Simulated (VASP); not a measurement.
AlCo (CsCl type): single point with PBE

Crystal: AlCo (CsCl type).

```
Co Al
1.0
     2.67902    0.00000    0.00000
     0.00000    2.67902    0.00000
     0.00000    0.00000    2.67902
Co Al
1 1
Direct
  0.00000 0.00000 0.00000
  0.50000 0.50000 0.50000
```

- Program: VASP 6.6.1
- Task: single point
- Functional: PBE
- Potentials or basis: VASP PAW PBE potentials, release 64 (Co, Al)
- Cutoff: 520 eV
- k mesh: 15 × 15 × 15
- Occupations: fermi-dirac, width 0.08 eV
- Spin: no spin polarisation

```
Pressure               : 50.1 GPa
Band gap on the k mesh : zero (band 6 reaches 15.22 eV, above the bottom of band 7 at 13.05 eV)
```

Levels at points of the mesh, in eV from the Fermi level:
| k point | band 2 | band 3 | band 4 | band 5 | band 6 | band 7 | band 8 | band 9 | band 10 | band 11 |
| --- | --- | --- | --- | --- | --- | --- | --- | --- | --- | --- |
| (0.00, 0.00, 0.00) | -3.91 | -3.91 | -1.09 | -1.09 | -1.09 | 6.99 | 6.99 | 6.99 | 9.54 | 9.54 |

Run time: 30 s on 1 thread of Intel Xeon 8259CL, with other jobs on the host, peak memory 0.15 GiB.

Spin polarisation is off, so any magnetic state and its effect on volume and gap are missing.
